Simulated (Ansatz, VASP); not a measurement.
Al: VASP beside Ansatz

```
Al
1.0
     2.81141    0.00000    0.00000
    -1.40571    2.43475    0.00000
     0.00000    0.00000    8.51998
Al
4
Direct
  0.00000 0.00000 0.00000
  0.33333 0.66667 0.25000
  0.00000 0.00000 0.50000
  0.66667 0.33333 0.75000
```

Alike in both runs: task single point; functional PBE; dispersion D3(BJ); k mesh 18 × 18 × 6; occupations gaussian, width 0.15 eV; no spin polarisation.

```csv
,VASP,Ansatz
version,VASP 6.6.1,Ansatz 0.2.0
potentials or method,"VASP PAW PBE potentials, release 64 (Al), cutoff 520 eV","scalar-relativistic, plane waves, PAW"
valence electrons in the cell,12,12
```

|  | VASP | Ansatz | Ansatz less VASP |
| --- | --- | --- | --- |
| gap on the k mesh at the Fermi level (eV) | none | none | - |
| pressure (GPa) | 9.4 | 9.4 | -0.01 |
| traceless stress, the component that is largest in VASP (GPa) | 6.41 | 6.41 | -0.002 |

A gap of «none» marks a metal or a gap that the smearing closes.
